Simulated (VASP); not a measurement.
Write the native input for VASP 6.6.1 that does the following.

```yaml
Task: single point
Functional: PBEsol
Potentials_or_basis: VASP PAW PBE potentials, release 64 (Zn, Se)
Cutoff: 520 eV
k_mesh: 8 × 8 × 6
Occupations: gaussian, width 0.05 eV
Spin: no spin polarisation
Dipole_correction: no
Further_INCAR_settings: ALGO = Normal; EDIFF = 1e-07; NBANDS = 26
```

The structure of ZnSe lies in POSCAR:

```
ZnSe
1.0
    4.0261152320      0.0000000000      0.0000000000
    0.0000000000      4.0261152320      0.0000000000
    0.0000000000      0.0000000000      5.8604000000
Zn Se
2 2
Direct
    0.0000000000      0.0000000000      0.0000000000
    0.5000000000      0.5000000000      0.0000000000
    0.0000000000      0.5000000000      0.2681677050
    0.5000000000      0.0000000000      0.7318322950
```

The input as run:

INCAR

```
SYSTEM = ZnSe
ALGO = Normal ; EDIFF = 1E-7
ENCUT = 520 ; GGA = PS
ISIF = 2 ; ISMEAR = 0
LASPH = .TRUE. ; LCHARG = .FALSE.
LREAL = .FALSE. ; LWAVE = .FALSE.
NBANDS = 26 ; NELM = 100
PREC = Accurate ; SIGMA = 0.05
```

KPOINTS

```
k-points
0
G
  8 8 6
  0 0 0
```

Potentials or basis: VASP PAW PBE potentials, release 64 (Zn, Se).

Run with:

```sh
$ cat potpaw_PBE.64/Zn/POTCAR potpaw_PBE.64/Se/POTCAR > POTCAR
$ mpirun -np 1 vasp_std > vasp.out
```

It gave:

```
Pressure               : -2.9 GPa
Largest force          : 0.747 eV/Å
Band gap on the k mesh : 1.56 eV, direct
```

Caveat: the PAW data sets were made with another functional, which shifts forces and pressure a little.

Wall time 86 s on 1 thread of Intel(R) Xeon(R) Platinum 8488C (Sapphire Rapids), with other jobs on the host, peak memory 0.27 GiB.
